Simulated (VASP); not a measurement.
# NbAl2F3 (P-6m2) in VASP: notebook

The runs below take NbAl2F3 through single point, with PBE.

All numbers are computed with VASP 6.6.1; they aren't measurements. Logs are shortened: lines on timing, memory, paths and dates and some standing lists are left out, and cuts for length are marked.

### 1 The cell of the first run

The structure is hexagonal, space group P-6m2 (No. 187). The conventional cell has a = 4.307 Å, b = 4.307 Å, c = 5.531 Å, α = 90.00°, β = 90.00°, γ = 120.00°. Al (site symmetry -6m2) has 2 F at 1.95 Å and 3 Al at 2.49 Å within 2.6 Å. Al (site symmetry -6m2) has 3 Al at 2.49 Å and 2 Nb at 2.77 Å and 6 F at 3.16 Å within 3.3 Å. Within 3.3 Å of Nb (site symmetry -6m2) lie 9 F at 2.49 to 2.62 Å and 2 Al at 2.77 Å. F (site symmetry 3m) has 1 F at 1.64 Å and 1 Al at 1.95 Å within 2.2 Å. Within 3.3 Å of F (site symmetry -6m2) lie 3 Nb at 2.49 Å and 6 F at 2.62 Å.

The cell was generated, and may not be a known phase.

### 2 Single point, PBE

The input, INCAR:

```
SYSTEM = NbAl2F3
PREC = Accurate
ENCUT = 520
EDIFF = 1E-6
ISMEAR = 0
SIGMA = 0.1
LREAL = .FALSE.
LASPH = .TRUE.
NELM = 100
ALGO = Normal
ISIF = 2
LWAVE = .FALSE.
LCHARG = .FALSE.
GGA = PE
NBANDS = 29
```

The input, KPOINTS:

```
Automatic mesh
0
G
  6 6 4
  0 0 0
```

The input, POSCAR:

```
NbAl2F3
1.0
    4.3072189200      0.0000000000      0.0000000000
   -2.1536094600      3.7301610100      0.0000000000
    0.0000000000      0.0000000000      5.5312561100
Al Nb F
2 1 3
Direct
    0.3333333300      0.6666666700      0.5000000000
    0.0000000000      0.0000000000      0.5000000000
    0.0000000000      0.0000000000      0.0000000000
    0.3333333300      0.6666666700      0.1481737700
    0.3333333300      0.6666666700      0.8518262300
    0.6666666700      0.3333333300      0.0000000000
```

Potentials or basis: VASP PAW PBE potentials, release 64 (Al, Nb_sv, F).

Launch:

```
> cat potpaw_PBE.64/Al/POTCAR potpaw_PBE.64/Nb_sv/POTCAR potpaw_PBE.64/F/POTCAR > POTCAR
> mpirun -np 1 vasp_std > vasp.out
```

OUTCAR:

```text
SYSTEM = NbAl2F3
   PREC = Accurate
   ENCUT = 520
   EDIFF = 1E-6
   ISMEAR = 0
   LREAL = .FALSE.
   LASPH = .TRUE.
   NELM = 100
   ISIF = 2
   GGA = PE

 ion  position               nearest neighbor table
   1  0.333  0.667  0.500-   4 1.95   5 1.95   2 2.49   2 2.49   2 2.49
   2  0.000  0.000  0.500-   1 2.49   1 2.49   1 2.49   3 2.77   3 2.77
   3  0.000  0.000  0.000-   2 2.77   2 2.77
   4  0.333  0.667  0.148-   5 1.64   1 1.95
   5  0.333  0.667  0.852-   4 1.64   1 1.95
   6  0.667  0.333  0.000-

  LATTYP: Found a hexagonal cell.
 ALAT       =     4.3072189200
 C/A-ratio  =     1.2841827204

  Lattice vectors:

 A1 = (   4.3072189200,   0.0000000000,   0.0000000000)
 A2 = (  -2.1536094600,   3.7301610100,   0.0000000000)
 A3 = (   0.0000000000,   0.0000000000,   5.5312561100)

Analysis of symmetry for initial positions (statically):
=====================================================================
 Subroutine PRICEL returns:
 Original cell was already a primitive cell.

 Routine SETGRP: Setting up the symmetry group for a
 hexagonal supercell.

 Subroutine GETGRP returns: Found 12 space group operations
 (whereof 12 operations were pure point group operations)
 out of a pool of 24 trial point group operations.

The static configuration has the point symmetry D_3h.

Analysis of symmetry for dynamics (positions and initial velocities):
=====================================================================
 Subroutine PRICEL returns:
 Original cell was already a primitive cell.

 Routine SETGRP: Setting up the symmetry group for a
 hexagonal supercell.

 Subroutine GETGRP returns: Found 12 space group operations
 (whereof 12 operations were pure point group operations)
 out of a pool of 24 trial point group operations.

The dynamic configuration has the point symmetry D_3h.

 Subroutine INISYM returns: Found 12 space group operations
 (whereof 12 operations are pure point group operations),
 and found     1 'primitive' translations

----------------------------------------------------------------------------------------

                                     Primitive cell

  volume of cell :      88.8686

  direct lattice vectors                    reciprocal lattice vectors
     4.307218920  0.000000000  0.000000000     0.232168371  0.134042471  0.000000000
    -2.153609460  3.730161010  0.000000000     0.000000000  0.268084943  0.000000000
     0.000000000  0.000000000  5.531256110     0.000000000  0.000000000  0.180790761

  length of vectors
     4.307218920  4.307218925  5.531256110     0.268084943  0.268084943  0.180790761

  position of ions in fractional coordinates (direct lattice)
     0.333333330  0.666666670  0.500000000
     0.000000000  0.000000000  0.500000000
     0.000000000  0.000000000  0.000000000
     0.333333330  0.666666670  0.148173770
     0.333333330  0.666666670  0.851826230
     0.666666670  0.333333330  0.000000000

  ion indices of the primitive-cell ions
   primitive index   ion index
                 1           1
                 2           2
                 3           3
                 4           4
                 5           5
                 6           6

----------------------------------------------------------------------------------------

 KPOINTS: Automatic mesh

Automatic generation of k-mesh.
 Grid dimensions read from file:
 generate k-points for:    6    6    4

 Generating k-lattice:

  Cartesian coordinates                     Fractional coordinates (reciprocal lattice)
     0.038694728  0.022340412  0.000000000     0.166666667  0.000000000  0.000000000
     0.000000000  0.044680824  0.000000000     0.000000000  0.166666667  0.000000000
     0.000000000  0.000000000  0.045197690     0.000000000  0.000000000  0.250000000

  Length of vectors
     0.044680824  0.044680824  0.045197690

  Shift w.r.t. Gamma in fractional coordinates (k-lattice)
     0.000000000  0.000000000  0.000000000

 Subroutine IBZKPT returns following result:
 ===========================================

 Found     21 irreducible k-points:

 Following reciprocal coordinates:
            Coordinates               Weight
  0.000000  0.000000  0.000000      1.000000
  0.166667  0.000000  0.000000      6.000000
  0.333333  0.000000  0.000000      6.000000
  0.500000  0.000000  0.000000      3.000000
  0.166667  0.166667  0.000000      6.000000
  0.333333  0.166667  0.000000     12.000000
[... 13 lines left out ...]
  0.333333  0.166667  0.500000     12.000000
  0.333333  0.333333  0.500000      2.000000
   k-points           NKPTS =     21   k-points in BZ     NKDIM =     21   number of bands    NBANDS=     29
   number of dos      NEDOS =    301   number of ions     NIONS =      6
   total plane-waves  NPLWV =  43008
   dimension x,y,z NGX =    32 NGY =   32 NGZ =   42
   dimension x,y,z NGXF=    64 NGYF=   64 NGZF=   84
   ions per type =               2   1   3
   NGX,Y,Z   is equivalent  to a cutoff of  12.35, 12.35, 12.62 a.u.
   NGXF,Y,Z  is equivalent  to a cutoff of  24.70, 24.70, 25.25 a.u.
 SYSTEM =  NbAl2F3
   PREC   = accura    normal or accurate (medium, high low for compatibility)
   ISTART =      0    job   : 0-new  1-cont  2-samecut
   ICHARG =      2    charge: 1-file 2-atom 10-const
   ISPIN  =      1    spin polarized calculation?
   LNONCOLLINEAR =      F non collinear calculations
   LSORBIT =      F    spin-orbit coupling
   LASPH  =      T    aspherical Exc in radial PAW
   ENCUT  =  520.0 eV  38.22 Ry    6.18 a.u.   8.01  8.01 10.28*2*pi/ulx,y,z
   NELM   =    100;   NELMIN=  2; NELMDL= -5     # of ELM steps
   EDIFF  = 0.1E-05   stopping-criterion for ELM
   LREAL  =      F    real-space projection
   EDIFFG = 0.1E-04   stopping-criterion for IOM
   NSW    =      0    number of steps for IOM
   IBRION =     -1    ionic relax: 0-MD 1-quasi-New 2-CG
   NFREE  =      0    steps in history (QN), initial steepest desc. (CG)
   ISIF   =      2    stress and relaxation
   ISYM   =      2    0-nonsym 1-usesym 2-fastsym
   POTIM  = 0.5000    time-step for ionic-motion
   TEBEG  =    0.0;   TEEND  =   0.0 temperature during run
   PSTRESS=    0.0 pullay stress
   NELECT =      40.0000    total number of electrons
   NUPDOWN=      -1.0000    fix difference up-down
   EMIN   =  10.00;   EMAX   =-10.00  energy-range for DOS
   EFERMI =   0.00;   METHOD = LEGACY
   ISMEAR =     0;   SIGMA  =   0.10  broadening in eV -4-tet -1-fermi 0-gaus
   EFERMI_NEDOS =   21; number of points for ismear=-14 and -15
   IALGO  =     38    algorithm
   IMIX   =      4    mixing-type and parameters
     AMIX     =   0.40;   BMIX     =  1.00
     AMIX_MAG =   1.60;   BMIX_MAG =  1.00
  volume/ion in A,a.u.               =      14.81        99.95
  Fermi-wavevector in a.u.,A,eV,Ry     =   1.254620  2.370887 21.416527  1.574070
  Thomas-Fermi vector in A             =   2.388416
   LORBIT       =      0    0 simple, 1 ext, 2 COOP (PROOUT), +10 PAW based schemes
   GGA     = PE    functional components
   LHFCALC =     F    Hartree Fock is set to
   AEXX    =    0.0000 exact exchange contribution
   IVDW    =     0    specifies the selected vdW correction
   LEPSILON=     F    determine dielectric tensor
   LRPA    =     F    only Hartree local field effects (RPA)
 non-spin polarized calculation
 Gauss-broadening in eV      SIGMA  =   0.10
  energy-cutoff  :      520.00
  volume of cell :       88.87
 maximum number of plane-waves:      2418
   NGX = 17   NGY = 17   NGZ = 21

 number of electron      39.9999994 magnetization

 Free energy of the ion-electron system (eV)
  ---------------------------------------------------
  ext. energy  EPLUGINS =         0.00000000
  ---------------------------------------------------
  free energy    TOTEN  =       -26.52281493 eV

  energy without entropy =      -26.49716257  energy(sigma->0) =      -26.50998875

 E-fermi :   5.6041     XC(G=0): -10.0691

 val. band max:        5.5970095347   @ k =   0.3333   0.0000   0.0000
 cond. band min:       5.6234762375   @ k =   0.5000   0.0000   0.0000
 fundamental gap:      0.0264667028
 Fermi energy:         5.6041328317

 k-point     1 :       0.0000    0.0000    0.0000
  band No.  band energies     occupation
      1     -51.0924      2.00000
      2     -27.2842      2.00000
      3     -27.2842      2.00000
      4     -26.5796      2.00000
      5     -20.3542      2.00000
      6     -18.2491      2.00000
[... 21 lines left out ...]
     28       9.7260      0.00000
     29      13.0028      0.00000

 k-point     2 :       0.1667    0.0000    0.0000
  band No.  band energies     occupation
      1     -51.0921      2.00000
      2     -27.2968      2.00000
      3     -27.2856      2.00000
      4     -26.5783      2.00000
      5     -20.3239      2.00000
      6     -18.2620      2.00000
[... 21 lines left out ...]
     28      10.6465      0.00000
     29      13.7443      0.00000

 k-point     3 :       0.3333    0.0000    0.0000
  band No.  band energies     occupation
      1     -51.0916      2.00000
      2     -27.3216      2.00000
      3     -27.2885      2.00000
      4     -26.5758      2.00000
      5     -20.2675      2.00000
      6     -18.2811      2.00000
[... 21 lines left out ...]
     28      12.7109      0.00000
     29      13.2029      0.00000

 k-point     4 :       0.5000    0.0000    0.0000
  band No.  band energies     occupation
      1     -51.0913      2.00000
      2     -27.3338      2.00000
      3     -27.2900      2.00000
      4     -26.5746      2.00000
      5     -20.2417      2.00000
      6     -18.2871      2.00000
[... 21 lines left out ...]
     28      12.7264      0.00000
     29      14.1770      0.00000

 k-point     5 :       0.1667    0.1667    0.0000
  band No.  band energies     occupation
      1     -51.0917      2.00000
      2     -27.3128      2.00000
      3     -27.2905      2.00000
      4     -26.5765      2.00000
      5     -20.2816      2.00000
      6     -18.2767      2.00000
[... 21 lines left out ...]
     28      11.5371      0.00000
     29      13.6250      0.00000
[... 414 lines left out ...]
     28      12.8084      0.00000
     29      13.8308      0.00000

 k-point    19 :       0.1667    0.1667    0.5000
  band No.  band energies     occupation
      1     -51.0917      2.00000
      2     -27.3127      2.00000
      3     -27.2905      2.00000
      4     -26.5778      2.00000
      5     -20.2619      2.00000
      6     -18.2761      2.00000
[... 21 lines left out ...]
     28      11.4852      0.00000
     29      12.6057      0.00000

 k-point    20 :       0.3333    0.1667    0.5000
  band No.  band energies     occupation
      1     -51.0913      2.00000
      2     -27.3264      2.00000
      3     -27.2973      2.00000
      4     -26.5759      2.00000
      5     -20.2237      2.00000
      6     -18.2841      2.00000
[... 21 lines left out ...]
     28      12.0693      0.00000
     29      12.6757      0.00000

 k-point    21 :       0.3333    0.3333    0.5000
  band No.  band energies     occupation
      1     -51.0912      2.00000
      2     -27.3165      2.00000
      3     -27.3141      2.00000
      4     -26.5752      2.00000
      5     -20.2135      2.00000
      6     -18.2831      2.00000
[... 21 lines left out ...]
     28      11.8794      0.00000
     29      12.1047      0.00000

------------------------ aborting loop because EDIFF is reached ----------------------------------------

  FORCE on cell =-STRESS in cart. coord.  units (eV):
  Direction    XX          YY          ZZ          XY          YZ          ZX
  --------------------------------------------------------------------------------------
  -------------------------------------------------------------------------------------
  Total       -1.8090023     -1.8090023     16.4846078     -0.0000000     -0.0000000     -0.0000000
  in kB      -32.6138007    -32.6138008    297.1945961     -0.0000000     -0.0000000     -0.0000000
  external PRESSURE =      77.3223315 kB  Pullay stress =       0.0000000 kB

 VOLUME and BASIS-vectors are now :
 -----------------------------------------------------------------------------
  energy-cutoff  :      520.00
  volume of cell :       88.87
      direct lattice vectors                 reciprocal lattice vectors
     4.307218920  0.000000000  0.000000000     0.232168371  0.134042471  0.000000000
    -2.153609460  3.730161010  0.000000000     0.000000000  0.268084943  0.000000000
     0.000000000  0.000000000  5.531256110     0.000000000  0.000000000  0.180790761

 POSITION                                       TOTAL-FORCE (eV/Angst)
 -----------------------------------------------------------------------------------
     -0.00000      2.48677      2.76563        -0.000000     -0.000000      0.000000
      0.00000      0.00000      2.76563        -0.000000     -0.000000      0.000000
      0.00000      0.00000      0.00000        -0.000000     -0.000000      0.000000
     -0.00000      2.48677      0.81959         0.000000     -0.000000     11.631590
     -0.00000      2.48677      4.71167         0.000000      0.000000    -11.631590
      2.15361      1.24339      0.00000        -0.000000     -0.000000      0.000000
 -----------------------------------------------------------------------------------
    total drift:                                0.000047     -0.000027      0.000000

  FREE ENERGIE OF THE ION-ELECTRON SYSTEM (eV)
  ---------------------------------------------------
  free  energy   TOTEN  =       -26.5228149288 eV

  energy  without entropy=      -26.4971625686  energy(sigma->0) =      -26.50998875
```

Run time: 59 s. Hardware: 1 thread of AMD EPYC 7R13 (Zen 3), shared host; peak memory 0.18 GiB.

Results:

| Property | Result |
| --- | --- |
| Free energy | -26.5228 eV |
| Pressure | 7.7 GPa |
| Largest force | 11.632 eV/Å |
| Band gap on the k mesh | zero (bands 20 and 21 overlap by 0.31 eV) |

Forces in eV/Å, atoms in the order of the input:
```
Al    0.000   0.000   0.000
Al    0.000   0.000   0.000
Nb    0.000   0.000   0.000
F     0.000   0.000  11.632
F     0.000   0.000 -11.632
F     0.000   0.000   0.000
```

Stress tensor (GPa, compression positive):
```
-3.26  0.00  0.00
 0.00 -3.26  0.00
 0.00  0.00 29.72
```

Caveat: the stress differs along the axes, from -3 to 30 GPa; forces of over 1 eV/Å act on the atoms, so gaps and moduli don't describe the material at rest.

[end of part 1 of 2]

The gap in the log of VASP goes by the Fermi energy; the results here count the filled bands.